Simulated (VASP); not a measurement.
Runs of VASP 6.6.1 on NbBiF. The structure is that of space group P4/mmm (No. 123), or close to it. The cells are those of the table. The cell was generated, and may not be a known phase.

```csv
task,cell,k mesh,cutoff (eV),gap on the mesh (eV),pressure (GPa),relaxed volume (Å³/atom)
relaxation of cell and atoms,"relaxed from a = 3.342, b = 3.342, c = 5.367 Å, 3 atoms",6 × 6 × 4,600,none,0.0,20.68
single point,"a = 3.947, b = 3.947, c = 4.007 Å, 3 atoms",6 × 6 × 4,520,none,0.0,-
relaxation of cell and atoms,"relaxed from a = 3.947, b = 3.947, c = 4.007 Å, 3 atoms",12 × 12 × 12,600,none,0.0,20.74
single point,"a = 3.342, b = 3.342, c = 5.367 Å, 3 atoms",6 × 6 × 4,520,none,(a),-
single point,"a = 3.939, b = 3.939, c = 4.020 Å, 3 atoms",12 × 12 × 12,520,none,-0.2,-
```

Alike in all rows: level PBE; potentials or basis VASP PAW PBE potentials, release 64 (Nb_sv, Bi_d, F); no spin polarisation; smearing gaussian 0.1 eV.

**Question.** Fill in the values left out.

**Answer.** (a) 5.5.

Caveats: some runs use coarse meshes; spin-orbit coupling is left out, which moves the levels of the heavy elements; an odd number of electrons without spin polarisation forces a metal; a magnetic or distorted state may lie lower; a cell axis changed by over 15 % at a fixed basis, so the end point is rough (at least some runs); the stress differs along the axes, from -8 to 12 GPa (at least some runs).

A k mesh can miss the band edges, and the runs leave out spin-orbit coupling on Bi, Nb.

A gap of «none» marks levels without a gap at the run's occupations.
